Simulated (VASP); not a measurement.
A run of VASP 6.6.1 is set up as follows.

Contents of INCAR:

```
ALGO     = Normal         # electronic algorithm
EDIFF    = 1E-6           # SCF threshold, eV
ENCUT    = 520            # plane-wave cutoff, eV
GGA      = PE             # functional
ISIF     = 2              # what is computed and relaxed
ISMEAR   = 0              # smearing method
LASPH    = T              # aspherical terms in the spheres
LCHARG   = F              # write CHGCAR
LREAL    = F              # projectors in reciprocal space
LWAVE    = F              # write WAVECAR
NBANDS   = 22             # bands
NELM     = 100            # most SCF steps
PREC     = Accurate       # precision mode
SIGMA    = 0.1            # smearing width, eV
```

File KPOINTS:

```
k-points
0
Gamma
  10 10 12
```

File POSCAR:

```
B
1.0
    3.1539277493     -2.6407103509     -0.0077627208
    3.1539277493      2.6407103509     -0.0077627208
   -1.0039749297      0.0000000000      3.0936497675
B
8
Direct
    0.2089199662      0.0280761113      0.6547511606
    0.5340588028      0.7195603925      0.4933567873
    0.9719238887      0.7910800338      0.8452488394
    0.2804396075      0.4659411972      0.0066432127
    0.7910800338      0.9719238887      0.3452488394
    0.4659411972      0.2804396075      0.5066432127
    0.0280761113      0.2089199662      0.1547511606
    0.7195603925      0.5340588028      0.9933567873
```

Potentials or basis: VASP PAW PBE potentials, release 64 (B).

Launch:

```bash
$ cat potpaw_PBE.64/B/POTCAR > POTCAR
$ mpirun -np 1 vasp_std > vasp.out
```

**Question.** What does it give for the pressure?

**Answer.** 0.0 GPa.

**Question.** Predict the band gap on the k mesh.

**Answer.** Zero (band 12 reaches 9.39 eV, above the bottom of band 13 at 8.22 eV).

**Question.** What does it give for the largest force?

**Answer.** 0.005 eV/Å.

Forces in eV/Å, atoms in the order of the input:
```
B    0.001  0.005  0.002
B    0.000 -0.002  0.000
B   -0.001  0.005 -0.002
B    0.000 -0.002  0.000
B   -0.001 -0.005 -0.002
B    0.000  0.002  0.000
B    0.001 -0.005  0.002
B    0.000  0.002  0.000
```
